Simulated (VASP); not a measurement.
# YSe (Immm) in VASP: single point with LDA

Aim: the single point of YSe with LDA.

Everything below comes from runs of VASP 6.6.1. Logs are shortened: lines on timing, memory, paths and dates and some standing lists are left out, and cuts for length are marked.

## Step 1: The cell of the first run

Symmetry: Immm, No. 71, orthorhombic system. Conventional cell: a = 4.020 Å, b = 4.112 Å, c = 5.750 Å, α = 90.00°, β = 90.00°, γ = 90.00°. Within 3.8 Å of Y (site symmetry mmm) lie 6 Se at 2.88 Å. Se (site symmetry mmm) has 6 Y at 2.88 Å within 3.8 Å.

## Step 2: Single point, LDA (strain +0.0225 x Voigt [0, 0, 0, 1, 0, 0])

File INCAR:

```
SYSTEM = YSe
PREC = Accurate ; ENCUT = 520
EDIFF = 1E-6 ; ISMEAR = 0
SIGMA = 0.15 ; LREAL = .FALSE.
LASPH = .TRUE. ; NELM = 60
ALGO = Normal ; ISIF = 2
LWAVE = .FALSE. ; LCHARG = .FALSE.
NBANDS = 16
```

File KPOINTS:

```
Automatic mesh
0
G
  14 14 14
  0 0 0
```

File POSCAR:

```
YSe
1.0
    0.0000000000      2.9073437500      2.9073437500
    2.8750000000      0.0323437500      2.8750000000
    2.8750000000      2.8750000000      0.0323437500
Y Se
1 1
Direct
    0.0000000000      0.0000000000      0.0000000000
    0.5000000000      0.5000000000      0.5000000000
```

Potentials or basis: VASP PAW LDA potentials, release 64 (Y_sv, Se).

Launch:

```console
> cat potpaw_LDA.64/Y_sv/POTCAR potpaw_LDA.64/Se/POTCAR > POTCAR
> mpirun -np 1 vasp_std > vasp.out
```

OUTCAR:

```text
SYSTEM = YSe
   PREC = Accurate
   ENCUT = 520
   EDIFF = 1E-6
   ISMEAR = 0
   LREAL = .FALSE.
   LASPH = .TRUE.
   NELM = 60
   ISIF = 2

 ion  position               nearest neighbor table
   1  0.000  0.000  0.000-   2 2.88   2 2.88   2 2.88   2 2.88   2 2.88   2 2.88
   2  0.500  0.500  0.500-   1 2.88   1 2.88   1 2.88   1 2.88   1 2.88   1 2.88

  LATTYP: Found a body centered orthorhombic cell.
 ALAT       =     4.0201230219
 B/A-ratio  =     1.0227560051
 C/A-ratio  =     1.4303044879

  Lattice vectors:

 A1 = (  -2.8750000000,   2.8750000000,   0.0323437500)
 A2 = (  -2.8750000000,  -2.8750000000,  -0.0323437500)
 A3 = (   2.8750000000,   0.0323437500,   2.8750000000)

Analysis of symmetry for initial positions (statically):
=====================================================================
 Subroutine PRICEL returns:
 Original cell was already a primitive cell.

 Routine SETGRP: Setting up the symmetry group for a
 body centered orthorhombic supercell.

 Subroutine GETGRP returns: Found  8 space group operations
 (whereof  8 operations were pure point group operations)
 out of a pool of  8 trial point group operations.

The static configuration has the point symmetry D_2h.

Analysis of symmetry for dynamics (positions and initial velocities):
=====================================================================
 Subroutine PRICEL returns:
 Original cell was already a primitive cell.

 Routine SETGRP: Setting up the symmetry group for a
 body centered orthorhombic supercell.

 Subroutine GETGRP returns: Found  8 space group operations
 (whereof  8 operations were pure point group operations)
 out of a pool of  8 trial point group operations.

The dynamic configuration has the point symmetry D_2h.

 Subroutine INISYM returns: Found  8 space group operations
 (whereof  8 operations are pure point group operations),
 and found     1 'primitive' translations

----------------------------------------------------------------------------------------

                                     Primitive cell

  volume of cell :      47.5213

  direct lattice vectors                    reciprocal lattice vectors
     0.000000000  2.907343750  2.907343750    -0.173913043  0.171978288  0.171978288
     2.875000000  0.032343750  2.875000000     0.173913043 -0.175891827  0.175891827
     2.875000000  2.875000000  0.032343750     0.173913043  0.175891827 -0.175891827

  length of vectors
     4.111604962  4.065992636  4.065992636     0.298996337  0.303515430  0.303515430

  position of ions in fractional coordinates (direct lattice)
     0.000000000  0.000000000  0.000000000
     0.500000000  0.500000000  0.500000000

  ion indices of the primitive-cell ions
   primitive index   ion index
                 1           1
                 2           2

----------------------------------------------------------------------------------------

 KPOINTS: Automatic mesh

Automatic generation of k-mesh.
 Grid dimensions read from file:
 generate k-points for:   14   14   14

 Generating k-lattice:

  Cartesian coordinates                     Fractional coordinates (reciprocal lattice)
    -0.012422360  0.012284163  0.012284163     0.071428571  0.000000000 -0.000000000
     0.012422360 -0.012563702  0.012563702     0.000000000  0.071428571 -0.000000000
     0.012422360  0.012563702 -0.012563702     0.000000000  0.000000000  0.071428571

  Length of vectors
     0.021356881  0.021679674  0.021679674

  Shift w.r.t. Gamma in fractional coordinates (k-lattice)
     0.000000000  0.000000000  0.000000000

 Subroutine IBZKPT returns following result:
 ===========================================

 Found    428 irreducible k-points:

 Following reciprocal coordinates:
            Coordinates               Weight
  0.000000  0.000000  0.000000      1.000000
  0.071429  0.000000  0.000000      4.000000
  0.142857  0.000000 -0.000000      4.000000
  0.214286  0.000000  0.000000      4.000000
  0.285714  0.000000  0.000000      4.000000
  0.357143  0.000000 -0.000000      4.000000
[... 16 lines left out ...]
  0.000000  0.142857  0.000000      4.000000
  0.071429  0.142857  0.000000      8.000000
 [... further k-points ...]
   k-points           NKPTS =    428   k-points in BZ     NKDIM =    428   number of bands    NBANDS=     16
   number of dos      NEDOS =    301   number of ions     NIONS =      2
   total plane-waves  NPLWV =  28800
   dimension x,y,z NGX =    32 NGY =   30 NGZ =   30
   dimension x,y,z NGXF=    64 NGYF=   60 NGZF=   60
   ions per type =               1   1
   NGX,Y,Z   is equivalent  to a cutoff of  12.94, 12.27, 12.27 a.u.
   NGXF,Y,Z  is equivalent  to a cutoff of  25.88, 24.53, 24.53 a.u.
 SYSTEM =  YSe
   PREC   = accura    normal or accurate (medium, high low for compatibility)
   ISTART =      0    job   : 0-new  1-cont  2-samecut
   ICHARG =      2    charge: 1-file 2-atom 10-const
   ISPIN  =      1    spin polarized calculation?
   LNONCOLLINEAR =      F non collinear calculations
   LSORBIT =      F    spin-orbit coupling
   LASPH  =      T    aspherical Exc in radial PAW
   ENCUT  =  520.0 eV  38.22 Ry    6.18 a.u.   7.64  7.56  7.56*2*pi/ulx,y,z
   NELM   =     60;   NELMIN=  2; NELMDL= -5     # of ELM steps
   EDIFF  = 0.1E-05   stopping-criterion for ELM
   LREAL  =      F    real-space projection
   EDIFFG = 0.1E-04   stopping-criterion for IOM
   NSW    =      0    number of steps for IOM
   IBRION =     -1    ionic relax: 0-MD 1-quasi-New 2-CG
   NFREE  =      0    steps in history (QN), initial steepest desc. (CG)
   ISIF   =      2    stress and relaxation
   ISYM   =      2    0-nonsym 1-usesym 2-fastsym
   POTIM  = 0.5000    time-step for ionic-motion
   TEBEG  =    0.0;   TEEND  =   0.0 temperature during run
   PSTRESS=    0.0 pullay stress
   NELECT =      17.0000    total number of electrons
   NUPDOWN=      -1.0000    fix difference up-down
   EMIN   =  10.00;   EMAX   =-10.00  energy-range for DOS
   EFERMI =   0.00;   METHOD = LEGACY
   ISMEAR =     0;   SIGMA  =   0.15  broadening in eV -4-tet -1-fermi 0-gaus
   EFERMI_NEDOS =   21; number of points for ismear=-14 and -15
   IALGO  =     38    algorithm
   IMIX   =      4    mixing-type and parameters
     AMIX     =   0.40;   BMIX     =  1.00
     AMIX_MAG =   1.60;   BMIX_MAG =  1.00
  volume/ion in A,a.u.               =      23.76       160.34
  Fermi-wavevector in a.u.,A,eV,Ry     =   1.162148  2.196142 18.375880  1.350589
  Thomas-Fermi vector in A             =   2.298713
   LORBIT       =      0    0 simple, 1 ext, 2 COOP (PROOUT), +10 PAW based schemes
   GGA     = CA    functional components
   LHFCALC =     F    Hartree Fock is set to
   AEXX    =    0.0000 exact exchange contribution
   IVDW    =     0    specifies the selected vdW correction
   LEPSILON=     F    determine dielectric tensor
   LRPA    =     F    only Hartree local field effects (RPA)
 non-spin polarized calculation
 Gauss-broadening in eV      SIGMA  =   0.15
  energy-cutoff  :      520.00
  volume of cell :       47.52
 maximum number of plane-waves:      1299
   NGX = 15   NGY = 15   NGZ = 15

 number of electron      17.0000000 magnetization

 Free energy of the ion-electron system (eV)
  ---------------------------------------------------
  ext. energy  EPLUGINS =         0.00000000
  ---------------------------------------------------
  free energy    TOTEN  =       -14.90331667 eV

  energy without entropy =      -14.89065256  energy(sigma->0) =      -14.89698461

 E-fermi :   5.8614     XC(G=0): -10.4149

 val. band max:        5.8582034511   @ k =  -0.2143   0.2857   0.1429
 cond. band min:       5.8646891040   @ k =  -0.2143   0.1429   0.0714
 fundamental gap:      0.0064856529
 Fermi energy:         5.8613991351

 k-point     1 :       0.0000    0.0000    0.0000
  band No.  band energies     occupation
      1     -37.5511      2.00000
      2     -17.6457      2.00000
      3     -17.6394      2.00000
      4     -17.6322      2.00000
      5      -9.2393      2.00000
      6       2.8424      2.00000
[... 8 lines left out ...]
     15      12.0897      0.00000
     16      17.8472      0.00000

 k-point     2 :       0.0714    0.0000    0.0000
  band No.  band energies     occupation
      1     -37.5503      2.00000
      2     -17.6586      2.00000
      3     -17.6418      2.00000
      4     -17.6331      2.00000
      5      -9.1931      2.00000
      6       2.4958      2.00000
[... 8 lines left out ...]
     15      12.2869      0.00000
     16      16.9950      0.00000

 k-point     3 :       0.1429    0.0000   -0.0000
  band No.  band energies     occupation
      1     -37.5482      2.00000
      2     -17.6984      2.00000
      3     -17.6442      2.00000
      4     -17.6357      2.00000
      5      -9.0616      2.00000
      6       1.7329      2.00000
[... 8 lines left out ...]
     15      12.7923      0.00000
     16      15.7977      0.00000

 k-point     4 :       0.2143    0.0000    0.0000
  band No.  band energies     occupation
      1     -37.5451      2.00000
      2     -17.7553      2.00000
      3     -17.6471      2.00000
      4     -17.6394      2.00000
      5      -8.8655      2.00000
      6       0.9091      2.00000
[... 8 lines left out ...]
     15      13.1528      0.00000
     16      15.1544      0.00000

 k-point     5 :       0.2857    0.0000    0.0000
  band No.  band energies     occupation
      1     -37.5417      2.00000
      2     -17.8170      2.00000
      3     -17.6504      2.00000
      4     -17.6435      2.00000
      5      -8.6378      2.00000
      6       0.1663      2.00000
[... 8 lines left out ...]
     15      12.9345      0.00000
     16      14.0715      0.00000

 k-point     6 :       0.3571    0.0000   -0.0000
  band No.  band energies     occupation
      1     -37.5386      2.00000
      2     -17.8713      2.00000
      3     -17.6533      2.00000
      4     -17.6472      2.00000
      5      -8.4214      2.00000
      6      -0.4228      2.00000
[... 8 lines left out ...]
     15      12.9708      0.00000
     16      13.1364      0.00000

 k-point     7 :       0.4286    0.0000    0.0000
  band No.  band energies     occupation
      1     -37.5365      2.00000
      2     -17.9082      2.00000
      3     -17.6553      2.00000
      4     -17.6498      2.00000
      5      -8.2638      2.00000
      6      -0.8038      2.00000
[... 8 lines left out ...]
     15      12.1108      0.00000
     16      12.2256      0.00000

 k-point     8 :       0.5000    0.0000   -0.0000
  band No.  band energies     occupation
      1     -37.5357      2.00000
      2     -17.9213      2.00000
      3     -17.6560      2.00000
      4     -17.6507      2.00000
      5      -8.2057      2.00000
      6      -0.9362      2.00000
[... 8 lines left out ...]
     15      11.5921      0.00000
     16      11.5927      0.00000

 k-point     9 :       0.0000    0.0714   -0.0000
  band No.  band energies     occupation
      1     -37.5502      2.00000
      2     -17.6503      2.00000
      3     -17.6465      2.00000
      4     -17.6373      2.00000
      5      -9.1921      2.00000
      6       2.5718      2.00000
[... 8 lines left out ...]
     15      12.3075      0.00000
     16      17.1282      0.00000
[... 172 lines left out ...]
 k-point    19 :      -0.2857    0.0714   -0.0000
  band No.  band energies     occupation
      1     -37.5401      2.00000
      2     -17.8345      2.00000
      3     -17.6604      2.00000
      4     -17.6460      2.00000
      5      -8.5527      2.00000
      6      -0.0594      2.00000
[... 8 lines left out ...]
     15      13.0091      0.00000
     16      13.5464      0.00000

 k-point    20 :      -0.2143    0.0714   -0.0000
  band No.  band energies     occupation
      1     -37.5434      2.00000
      2     -17.7769      2.00000
      3     -17.6566      2.00000
      4     -17.6418      2.00000
      5      -8.7690      2.00000
      6       0.5765      2.00000
[... 8 lines left out ...]
     15      13.1870      0.00000
     16      14.2541      0.00000

 k-point    21 :      -0.1429    0.0714   -0.0000
  band No.  band energies     occupation
      1     -37.5466      2.00000
      2     -17.7198      2.00000
      3     -17.6521      2.00000
      4     -17.6387      2.00000
      5      -8.9693      2.00000
      6       1.3035      2.00000
[... 8 lines left out ...]
     15      13.1272      0.00000
     16      14.9801      0.00000

 k-point    22 :      -0.0714    0.0714   -0.0000
  band No.  band energies     occupation
      1     -37.5490      2.00000
      2     -17.6747      2.00000
      3     -17.6482      2.00000
      4     -17.6370      2.00000
      5      -9.1185      2.00000
      6       2.0291      2.00000
[... 8 lines left out ...]
     15      12.6163      0.00000
     16      16.1705      0.00000

 k-point    23 :       0.0000    0.1429    0.0000
  band No.  band energies     occupation
      1     -37.5479      2.00000
      2     -17.6911      2.00000
      3     -17.6489      2.00000
      4     -17.6410      2.00000
      5      -9.0575      2.00000
      6       1.8023      2.00000
[... 8 lines left out ...]
     15      12.8644      0.00000
     16      15.9504      0.00000

 k-point    24 :       0.0714    0.1429    0.0000
  band No.  band energies     occupation
      1     -37.5482      2.00000
      2     -17.6803      2.00000
      3     -17.6499      2.00000
      4     -17.6456      2.00000
      5      -9.0768      2.00000
      6       1.7340      2.00000
[... 8 lines left out ...]
     15      12.8234      0.00000
     16      16.0609      0.00000

 [... further k-points ...]

------------------------ aborting loop because EDIFF is reached ----------------------------------------

  FORCE on cell =-STRESS in cart. coord.  units (eV):
  Direction    XX          YY          ZZ          XY          YZ          ZX
  --------------------------------------------------------------------------------------
  -------------------------------------------------------------------------------------
  Total       -1.3351786     -1.3324679     -1.3324679      0.0000000     -0.0946792      0.0000000
  in kB      -45.0154256    -44.9240345    -44.9240345      0.0000000     -3.1921002      0.0000000
  external PRESSURE =     -44.9544982 kB  Pullay stress =       0.0000000 kB

 VOLUME and BASIS-vectors are now :
 -----------------------------------------------------------------------------
  energy-cutoff  :      520.00
  volume of cell :       47.52
      direct lattice vectors                 reciprocal lattice vectors
     0.000000000  2.907343750  2.907343750    -0.173913043  0.171978288  0.171978288
     2.875000000  0.032343750  2.875000000     0.173913043 -0.175891827  0.175891827
     2.875000000  2.875000000  0.032343750     0.173913043  0.175891827 -0.175891827

 POSITION                                       TOTAL-FORCE (eV/Angst)
 -----------------------------------------------------------------------------------
      0.00000      0.00000      0.00000         0.000000     -0.000000      0.000000
      2.87500      2.90734      2.90734        -0.000000      0.000000     -0.000000
 -----------------------------------------------------------------------------------
    total drift:                                0.000000     -0.000000     -0.000000

  FREE ENERGIE OF THE ION-ELECTRON SYSTEM (eV)
  ---------------------------------------------------
  free  energy   TOTEN  =       -14.9033166699 eV

  energy  without entropy=      -14.8906525560  energy(sigma->0) =      -14.89698461
```

Wall time 4.8 min (1 thread of Intel Xeon Platinum 8375C at 2.90GHz (Ice Lake), shared host); peak memory 0.47 GiB.

What came out:

```
Free energy            : -14.9033 eV
Pressure               : -4.5 GPa
Band gap on the k mesh : zero (an odd number of electrons rules out a gap without spin polarisation)
```

Stress tensor (GPa, compression positive):
```
-4.50  0.00  0.00
 0.00 -4.49 -0.32
 0.00 -0.32 -4.49
```

Caveat: the cell differs from its parent crystal (strain +0.0225 x Voigt [0, 0, 0, 1, 0, 0]); the cell stands under tension.
